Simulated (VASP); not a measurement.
# BP in VASP: notebook

BP is run at these levels: r2SCAN; tasks: dielectric tensor.

Everything below comes from runs of VASP 6.6.1. Logs are shortened: lines on timing, memory, paths and dates and some standing lists are left out, and cuts for length are marked.

## 1. The cell of the first run

Symmetry: F-43m, No. 216, cubic system. Conventional cell: a = 4.537 Å, b = 4.537 Å, c = 4.537 Å, α = 90.00°, β = 90.00°, γ = 90.00°. Within 2.6 Å of B (site symmetry -43m) lie 4 P at 1.96 Å. P (site symmetry -43m) has 4 B at 1.96 Å within 2.6 Å.

## 2. Dielectric tensor, r2SCAN

Contents of INCAR:

```
SYSTEM = BP
PREC     = Accurate       ! precision mode
ENCUT    = 520            ! plane-wave cutoff, eV
EDIFF    = 1E-8           ! SCF threshold, eV
ISMEAR   = 0              ! smearing method
SIGMA    = 0.01           ! smearing width, eV
LREAL    = .FALSE.        ! projectors in reciprocal space
LASPH    = .TRUE.         ! aspherical terms in the spheres
NELM     = 80             ! most SCF steps
ALGO     = Normal         ! electronic algorithm
ISIF     = 2              ! what is computed and relaxed
LWAVE    = .FALSE.        ! write WAVECAR
LCHARG   = .FALSE.        ! write CHGCAR
METAGGA  = R2SCAN         ! meta-GGA
LMIXTAU  = .TRUE.       
LCALCEPS = .TRUE.
```

Contents of KPOINTS:

```
Automatic mesh
0
G
  8 8 8
  0 0 0
```

Contents of POSCAR:

```
BP
1.0
    0.0000000000      2.2683156689      2.2683156689
    2.2683156689      0.0000000000      2.2683156689
    2.2683156689      2.2683156689      0.0000000000
B P
1 1
Direct
    0.0000000000      0.0000000000      0.0000000000
    0.2500000000      0.2500000000      0.2500000000
```

Potentials or basis: VASP PAW PBE potentials, release 64 (B, P).

The run is started by

```bash
cat potpaw_PBE.64/B/POTCAR potpaw_PBE.64/P/POTCAR > POTCAR
mpirun -np 1 vasp_std > vasp.out
```

OUTCAR:

```text
SYSTEM = BP
   PREC = Accurate
   ENCUT = 520
   EDIFF = 1E-8
   ISMEAR = 0
   LREAL = .FALSE.
   LASPH = .TRUE.
   NELM = 80
   ISIF = 2
   METAGGA = R2SCAN

 ion  position               nearest neighbor table
   1  0.000  0.000  0.000-   2 1.96   2 1.96   2 1.96   2 1.96
   2  0.250  0.250  0.250-   1 1.96   1 1.96   1 1.96   1 1.96

  LATTYP: Found a face centered cubic cell.
 ALAT       =     4.5366313378

  Lattice vectors:

 A1 = (   0.0000000000,   2.2683156689,   2.2683156689)
 A2 = (   2.2683156689,   0.0000000000,   2.2683156689)
 A3 = (   2.2683156689,   2.2683156689,   0.0000000000)

Analysis of symmetry for initial positions (statically):
=====================================================================
 Subroutine PRICEL returns:
 Original cell was already a primitive cell.

 Routine SETGRP: Setting up the symmetry group for a
 face centered cubic supercell.

 Subroutine GETGRP returns: Found 24 space group operations
 (whereof 24 operations were pure point group operations)
 out of a pool of 48 trial point group operations.

The static configuration has the point symmetry T_d .

Analysis of symmetry for dynamics (positions and initial velocities):
=====================================================================
 Subroutine PRICEL returns:
 Original cell was already a primitive cell.

 Routine SETGRP: Setting up the symmetry group for a
 face centered cubic supercell.

 Subroutine GETGRP returns: Found 24 space group operations
 (whereof 24 operations were pure point group operations)
 out of a pool of 48 trial point group operations.

The dynamic configuration has the point symmetry T_d .

 Subroutine INISYM returns: Found 24 space group operations
 (whereof 24 operations are pure point group operations),
 and found     1 'primitive' translations

----------------------------------------------------------------------------------------

                                     Primitive cell

  volume of cell :      23.3421

  direct lattice vectors                    reciprocal lattice vectors
     0.000000000  2.268315669  2.268315669    -0.220427874  0.220427874  0.220427874
     2.268315669  0.000000000  2.268315669     0.220427874 -0.220427874  0.220427874
     2.268315669  2.268315669  0.000000000     0.220427874  0.220427874 -0.220427874

  length of vectors
     3.207882783  3.207882783  3.207882783     0.381792277  0.381792277  0.381792277

  position of ions in fractional coordinates (direct lattice)
     0.000000000  0.000000000  0.000000000
     0.250000000  0.250000000  0.250000000

  ion indices of the primitive-cell ions
   primitive index   ion index
                 1           1
                 2           2

----------------------------------------------------------------------------------------

 KPOINTS: Automatic mesh

Automatic generation of k-mesh.
 Grid dimensions read from file:
 generate k-points for:    8    8    8

 Generating k-lattice:

  Cartesian coordinates                     Fractional coordinates (reciprocal lattice)
    -0.027553484  0.027553484  0.027553484     0.125000000  0.000000000  0.000000000
     0.027553484 -0.027553484  0.027553484     0.000000000  0.125000000  0.000000000
     0.027553484  0.027553484 -0.027553484     0.000000000  0.000000000  0.125000000

  Length of vectors
     0.047724035  0.047724035  0.047724035

  Shift w.r.t. Gamma in fractional coordinates (k-lattice)
     0.000000000  0.000000000  0.000000000

 Subroutine IBZKPT returns following result:
 ===========================================

 Found     29 irreducible k-points:

 Following reciprocal coordinates:
            Coordinates               Weight
  0.000000  0.000000  0.000000      1.000000
  0.125000  0.000000  0.000000      8.000000
  0.250000  0.000000  0.000000      8.000000
  0.375000  0.000000  0.000000      8.000000
  0.500000  0.000000  0.000000      4.000000
  0.125000  0.125000  0.000000      6.000000
[... 16 lines left out ...]
  0.500000  0.250000  0.125000     48.000000
 -0.375000  0.250000  0.125000     24.000000
 [... further k-points ...]
   k-points           NKPTS =     29   k-points in BZ     NKDIM =     29   number of bands    NBANDS=      8
   number of dos      NEDOS =    301   number of ions     NIONS =      2
   total plane-waves  NPLWV =  13824
   dimension x,y,z NGX =    24 NGY =   24 NGZ =   24
   dimension x,y,z NGXF=    48 NGYF=   48 NGZF=   48
   ions per type =               1   1
   NGX,Y,Z   is equivalent  to a cutoff of  12.44, 12.44, 12.44 a.u.
   NGXF,Y,Z  is equivalent  to a cutoff of  24.88, 24.88, 24.88 a.u.
 SYSTEM =  BP
   PREC   = accura    normal or accurate (medium, high low for compatibility)
   ISTART =      0    job   : 0-new  1-cont  2-samecut
   ICHARG =      2    charge: 1-file 2-atom 10-const
   ISPIN  =      1    spin polarized calculation?
   LNONCOLLINEAR =      F non collinear calculations
   LSORBIT =      F    spin-orbit coupling
   LASPH  =      T    aspherical Exc in radial PAW
   ENCUT  =  520.0 eV  38.22 Ry    6.18 a.u.   5.96  5.96  5.96*2*pi/ulx,y,z
   NELM   =     80;   NELMIN=  2; NELMDL= -5     # of ELM steps
   EDIFF  = 0.1E-07   stopping-criterion for ELM
   LREAL  =      F    real-space projection
   EDIFFG = 0.1E-06   stopping-criterion for IOM
   NSW    =      0    number of steps for IOM
   IBRION =     -1    ionic relax: 0-MD 1-quasi-New 2-CG
   NFREE  =      0    steps in history (QN), initial steepest desc. (CG)
   ISIF   =      2    stress and relaxation
   ISYM   =      2    0-nonsym 1-usesym 2-fastsym
   POTIM  = 0.5000    time-step for ionic-motion
   TEBEG  =    0.0;   TEEND  =   0.0 temperature during run
   PSTRESS=    0.0 pullay stress
   NELECT =       8.0000    total number of electrons
   NUPDOWN=      -1.0000    fix difference up-down
   EMIN   =  10.00;   EMAX   =-10.00  energy-range for DOS
   EFERMI =   0.00;   METHOD = LEGACY
   ISMEAR =     0;   SIGMA  =   0.01  broadening in eV -4-tet -1-fermi 0-gaus
   EFERMI_NEDOS =   21; number of points for ismear=-14 and -15
   IALGO  =     38    algorithm
   IMIX   =      4    mixing-type and parameters
     AMIX     =   0.40;   BMIX     =  1.00
     AMIX_MAG =   1.60;   BMIX_MAG =  1.00
  volume/ion in A,a.u.               =      11.67        78.76
  Fermi-wavevector in a.u.,A,eV,Ry     =   1.145666  2.164995 17.858333  1.312550
  Thomas-Fermi vector in A             =   2.282353
   LORBIT       =      0    0 simple, 1 ext, 2 COOP (PROOUT), +10 PAW based schemes
   METAGGA = R2SCAN    functional components
   LHFCALC =     F    Hartree Fock is set to
   AEXX    =    0.0000 exact exchange contribution
   IVDW    =     0    specifies the selected vdW correction
   LEPSILON=     F    determine dielectric tensor
   LRPA    =     F    only Hartree local field effects (RPA)
   LRPA       =     F
 non-spin polarized calculation
 Gauss-broadening in eV      SIGMA  =   0.01
  energy-cutoff  :      520.00
  volume of cell :       23.34
 maximum number of plane-waves:       638
   NGX = 11   NGY = 11   NGZ = 11

 number of electron       8.0000000 magnetization

 Free energy of the ion-electron system (eV)
  ---------------------------------------------------
  ext. energy  EPLUGINS =         0.00000000
  ---------------------------------------------------
  free energy    TOTEN  =       -17.30956968 eV

  energy without entropy =      -17.30956968  energy(sigma->0) =      -17.30956968

 E-fermi :   7.4537     XC(G=0): -11.5046

 val. band max:        7.4008729224   @ k =   0.0000   0.0000   0.0000
 cond. band min:   10000.0000000000   @ k =   0.0000   0.0000   0.0000
 fundamental gap:   9992.5991270776
 Fermi energy:         7.4537446351

 k-point     1 :       0.0000    0.0000    0.0000
  band No.  band energies     occupation
      1      -8.8673      2.00000
      2       7.4004      2.00000
      3       7.4005      2.00000
      4       7.4009      2.00000
      5   10000.0000      0.00000
      6   10000.0000      0.00000
      7   10000.0000      0.00000
      8   10000.0000      0.00000
[... 243 lines left out ...]
 k-point    24 :      -0.3750    0.2500    0.1250
  band No.  band energies     occupation
      1      -4.6692      2.00000
      2      -1.5139      2.00000
      3       2.6341      2.00000
      4       4.1178      2.00000
      5   10000.0000      0.00000
      6   10000.0000      0.00000
      7   10000.0000      0.00000
      8   10000.0000      0.00000

 [... further k-points ...]

------------------------ aborting loop because EDIFF is reached ----------------------------------------

            Ionic dipole moment: p[ion]=(     5.67079     5.67079     5.67079 ) |e| Angst

 Total electronic dipole moment: p[elc]=(     0.00115     0.00115     0.01099 ) |e| Angst

 MACROSCOPIC STATIC DIELECTRIC TENSOR (including local field effects)
 ------------------------------------------------------
           8.632895    -0.000000    -0.000000
           0.000000     8.632895    -0.000000
           0.000000     0.000000     8.632895
 ------------------------------------------------------

 PIEZOELECTRIC TENSOR (including local field effects) (e Angst)
          XX          YY          ZZ          XY          YZ          ZX
  --------------------------------------------------------------------------------
  x     0.00000    -0.00000    -0.00000    -0.00000     0.09509     0.00000
  y    -0.00000    -0.00000    -0.00000     0.00000     0.00000     0.09509
  z     0.00000     0.00000     0.00000     0.09509    -0.00000    -0.00000

 PIEZOELECTRIC TENSOR (including local field effects) (C/m^2)
          XX          YY          ZZ          XY          YZ          ZX
  --------------------------------------------------------------------------------
  x     0.00000    -0.00000    -0.00000    -0.00000     0.06527     0.00000
  y    -0.00000    -0.00000    -0.00000     0.00000     0.00000     0.06527
  z     0.00000     0.00000     0.00000     0.06527    -0.00000    -0.00000

 BORN EFFECTIVE CHARGES (including local field effects) (in |e|, cummulative output)
 ---------------------------------------------------------------------------------
 ion    1
    1    -0.44266     0.00000    -0.00000
    2     0.00000    -0.44266     0.00000
    3    -0.00000     0.00000    -0.44266
 ion    2
    1     0.44266     0.00000     0.00000
    2     0.00000     0.44266    -0.00000
    3     0.00000     0.00000     0.44266

  FORCE on cell =-STRESS in cart. coord.  units (eV):
  Direction    XX          YY          ZZ          XY          YZ          ZX
  --------------------------------------------------------------------------------------
  -------------------------------------------------------------------------------------
  Total       -0.0730469     -0.0730469     -0.0730469     -0.0000000     -0.0000000     -0.0000000
  in kB       -5.0138597     -5.0138597     -5.0138597     -0.0000000     -0.0000000     -0.0000000
  external PRESSURE =      -5.0138597 kB  Pullay stress =       0.0000000 kB

 VOLUME and BASIS-vectors are now :
 -----------------------------------------------------------------------------
  energy-cutoff  :      520.00
  volume of cell :       23.34
      direct lattice vectors                 reciprocal lattice vectors
     0.000000000  2.268315669  2.268315669    -0.220427874  0.220427874  0.220427874
     2.268315669  0.000000000  2.268315669     0.220427874 -0.220427874  0.220427874
     2.268315669  2.268315669  0.000000000     0.220427874  0.220427874 -0.220427874

 POSITION                                       TOTAL-FORCE (eV/Angst)
 -----------------------------------------------------------------------------------
      0.00000      0.00000      0.00000        -0.000000      0.000000      0.000000
      1.13416      1.13416      1.13416         0.000000     -0.000000     -0.000000
 -----------------------------------------------------------------------------------
    total drift:                                0.000000      0.000000      0.000000

  FREE ENERGIE OF THE ION-ELECTRON SYSTEM (eV)
  ---------------------------------------------------
  free  energy   TOTEN  =       -17.3095696812 eV

  energy  without entropy=      -17.3095696812  energy(sigma->0) =      -17.30956968
```

Run time: 16 min. Hardware: 1 thread of AMD EPYC 9R45 (Zen 5), shared host; peak memory 0.23 GiB.

What came out:

| Item | Value |
| --- | --- |
| Band gap on the k mesh | 1.48 eV (least direct gap 3.64 eV) |
| Electronic dielectric tensor (diagonal) | 8.63 |
| Born charges (mean of the diagonal) | B -0.44; P +0.44 e |

Levels at points of the mesh, in eV from the valence-band top:
```
           k point  band 2  band 3  band 4  band 5  band 6  band 7
(0.00, 0.00, 0.00)    0.00    0.00    0.00    3.64    3.64    3.64
(0.50, 0.00, 0.00)   -9.51   -1.87   -1.87    4.14    5.03    5.03
(0.50, 0.50, 0.00)   -9.13   -4.35   -4.35    1.54    1.91   13.07
```

Electronic dielectric tensor:
```
8.63 0.00 0.00
0.00 8.63 0.00
0.00 0.00 8.63
```

Born effective charge tensors (e):
atom 1, B
```
-0.44  0.00  0.00
 0.00 -0.44  0.00
 0.00  0.00 -0.44
```
atom 2, P
```
0.44 0.00 0.00
0.00 0.44 0.00
0.00 0.00 0.44
```

Dipole moments of the cell (e·Å, modulo the quantum): ionic 5.671, 5.671, 5.671; electronic 0.001, 0.001, 0.011

Caveat: the PAW data sets were made with another functional, which shifts forces and pressure a little. A k mesh can miss the band edges.

## 3. Dielectric tensor, r2SCAN (epitaxial xy strain -2.0%)

Contents of INCAR:

```
SYSTEM = BP
ALGO = Normal ; EDIFF = 1E-8
ENCUT = 520 ; ISIF = 2
ISMEAR = 0 ; LASPH = .TRUE.
LCALCEPS = .TRUE. ; LCHARG = .FALSE.
LMIXTAU = .TRUE. ; LREAL = .FALSE.
LWAVE = .FALSE. ; METAGGA = R2SCAN
NELM = 60 ; PREC = Accurate
SIGMA = 0.01
```

Contents of KPOINTS:

```
k-points
0
G
  8 8 8
  0 0 0
```

Contents of POSCAR:

```
BP
1.0
    0.0000000000      2.2229493555      2.2868380549
    2.2229493555      0.0000000000      2.2868380549
    2.2229493555      2.2229493555      0.0000000000
B P
1 1
Direct
    0.0000000000      0.0000000000      0.0000000000
    0.2500000000      0.2500000000      0.2500000000
```

Potentials or basis: VASP PAW PBE potentials, release 64 (B, P).

The run is started by

```bash
cat potpaw_PBE.64/B/POTCAR potpaw_PBE.64/P/POTCAR > POTCAR
mpirun -np 1 vasp_std > vasp.out
```

OUTCAR:

```text
SYSTEM = BP
   EDIFF = 1E-8
   ENCUT = 520
   ISIF = 2
   ISMEAR = 0
   LASPH = .TRUE.
   LREAL = .FALSE.
   METAGGA = R2SCAN
   NELM = 60
   PREC = Accurate

 ion  position               nearest neighbor table
   1  0.000  0.000  0.000-   2 1.94   2 1.94   2 1.94   2 1.94
   2  0.250  0.250  0.250-   1 1.94   1 1.94   1 1.94   1 1.94

  LATTYP: Found a body centered tetragonal cell.
 ALAT       =     3.1437251270
 C/A-ratio  =     1.4548587822

  Lattice vectors:

 A1 = (  -2.2229493555,   0.0000000000,   2.2868380549)
 A2 = (   2.2229493555,   0.0000000000,   2.2868380549)
 A3 = (   0.0000000000,   2.2229493555,  -2.2868380549)

Analysis of symmetry for initial positions (statically):
=====================================================================
 Subroutine PRICEL returns:
 Original cell was already a primitive cell.

 Routine SETGRP: Setting up the symmetry group for a
 body centered tetragonal supercell.

[... 458 lines left out ...]
  z     0.00000     0.00000     0.00000     0.13588     0.00000     0.00000

 PIEZOELECTRIC TENSOR (including local field effects) (C/m^2)
          XX          YY          ZZ          XY          YZ          ZX
  --------------------------------------------------------------------------------
  x     0.00000    -0.00000     0.00000    -0.00000     0.12921     0.00000
  y    -0.00000     0.00000     0.00000     0.00000     0.00000     0.12921
  z     0.00000     0.00000     0.00000     0.09633     0.00000     0.00000

 BORN EFFECTIVE CHARGES (including local field effects) (in |e|, cummulative output)
 ---------------------------------------------------------------------------------
 ion    1
    1    -0.56058     0.00000     0.00000
    2     0.00000    -0.56058    -0.00000
    3     0.00000     0.00000    -0.52716
 ion    2
    1     0.56058     0.00000     0.00000
    2     0.00000     0.56058     0.00000
    3     0.00000     0.00000     0.52716

  FORCE on cell =-STRESS in cart. coord.  units (eV):
  Direction    XX          YY          ZZ          XY          YZ          ZX
  --------------------------------------------------------------------------------------
  -------------------------------------------------------------------------------------
  Total        1.1532570      1.1532570     -0.0804005      0.0000000      0.0000000      0.0000000
  in kB       81.7545854     81.7545854     -5.6996081      0.0000000      0.0000000      0.0000000
  external PRESSURE =      52.6031875 kB  Pullay stress =       0.0000000 kB

 VOLUME and BASIS-vectors are now :
 -----------------------------------------------------------------------------
  energy-cutoff  :      520.00
  volume of cell :       22.60
      direct lattice vectors                 reciprocal lattice vectors
     0.000000000  2.222949355  2.286838055    -0.224926402  0.224926402  0.218642505
     2.222949355  0.000000000  2.286838055     0.224926402 -0.224926402  0.218642505
     2.222949355  2.222949355  0.000000000     0.224926402  0.224926402 -0.218642505

 POSITION                                       TOTAL-FORCE (eV/Angst)
 -----------------------------------------------------------------------------------
      0.00000      0.00000      0.00000         0.000000      0.000000     -0.000000
      1.11147      1.11147      1.14342        -0.000000     -0.000000      0.000000
 -----------------------------------------------------------------------------------
    total drift:                                0.000000      0.000000      0.000000

  FREE ENERGIE OF THE ION-ELECTRON SYSTEM (eV)
  ---------------------------------------------------
  free  energy   TOTEN  =       -17.2868972167 eV

  energy  without entropy=      -17.2868972167  energy(sigma->0) =      -17.28689722
```

stdout:

```text
POSCAR found type information on POSCAR B P
 POSCAR found :  2 types and       2 ions
 scaLAPACK will be used
 -----------------------------------------------------------------------------
|                                                                             |
[... 110 lines left out ...]
 p_tot=(  0.556E+01  0.557E+01  0.572E+01 )
dp_tot=(  0.642E-05  0.941E-02  0.650E-05 )  diag[e(oo)]=(    ---    8.53217    ---   )
 p_tot=(  0.556E+01  0.557E+01  0.572E+01 )
dp_tot=(  0.648E-05  0.941E-02  0.656E-05 )  diag[e(oo)]=(    ---    8.53799    ---   )
 p_tot=(  0.556E+01  0.557E+01  0.572E+01 )
dp_tot=(  0.651E-05  0.940E-02  0.660E-05 )  diag[e(oo)]=(    ---    8.52716    ---   )
 p_tot=(  0.556E+01  0.557E+01  0.572E+01 )
dp_tot=(  0.654E-05  0.938E-02  0.663E-05 )  diag[
```

Run time: 19 min. Hardware: 1 thread of AMD EPYC 9R45 (Zen 5), shared host; peak memory 0.28 GiB.

What came out:

```
Band gap on the k mesh                  : 1.21 eV (least direct gap 3.54 eV)
Electronic dielectric tensor (diagonal) : 8.50, 8.50, 8.91
Born charges (mean of the diagonal)     : B -0.55; P +0.55 e
```

Electronic dielectric tensor:
```
8.50 0.00 0.00
0.00 8.50 0.00
0.00 0.00 8.91
```

Born effective charge tensors (e):
atom 1, B
```
-0.56  0.00  0.00
 0.00 -0.56  0.00
 0.00  0.00 -0.53
```
atom 2, P
```
0.56 0.00 0.00
0.00 0.56 0.00
0.00 0.00 0.53
```

Dipole moments of the cell (e·Å, modulo the quantum): ionic 5.557, 5.557, 5.717; electronic 0.001, 0.001, 0.011

Caveat: the cell differs from its parent crystal (epitaxial xy strain -2.0%); the PAW data sets were made with another functional, which shifts forces and pressure a little.
